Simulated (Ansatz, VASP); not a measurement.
## Li: VASP and Ansatz over several settings

```
CELL_PARAMETERS angstrom
-1.77774 1.77774 1.77774
1.77774 -1.77774 1.77774
1.77774 1.77774 -1.77774
ATOMIC_POSITIONS crystal
Li 0.00000 0.00000 0.00000
```

Single points on this cell with VASP 6.6.1 and Ansatz 0.2.0. Each row is one pair of runs. Alike in all rows: spin: off; smearing: fermi-dirac, width 0.05 eV; VASP's potentials, cutoff: VASP PAW PBE potentials, release 64 (Li_sv), 520 eV.

```csv
level,k mesh,"Ansatz's potentials, cutoff","gap on the k mesh at the Fermi level (eV), VASP","gap on the k mesh at the Fermi level (eV), Ansatz"
PBEsol,11 × 11 × 11,"Ansatz PAW, 420 eV",none,none
revPBE,11 × 11 × 11,"Ansatz PAW, 420 eV",none,none
r2SCAN+D3(BJ),11 × 11 × 11,"Ansatz PAW, 500 eV",none,none
r2SCAN+D4,11 × 11 × 11,"Ansatz PAW, 500 eV",none,none
PBE,11 × 11 × 11,"Ansatz PAW, 420 eV",none,none
PBE0,6 × 6 × 6,"Ansatz PAW, 420 eV",none,none
```

A gap of «none» marks a metal or a gap that the smearing closes.

The k mesh is coarse in some rows, so the values compare programs but aren't converged. Noted on VASP's runs: the cutoff is short for stress, so the pressure is rough. Noted on Ansatz's runs: the potentials were made for another functional, which shifts forces and pressure.
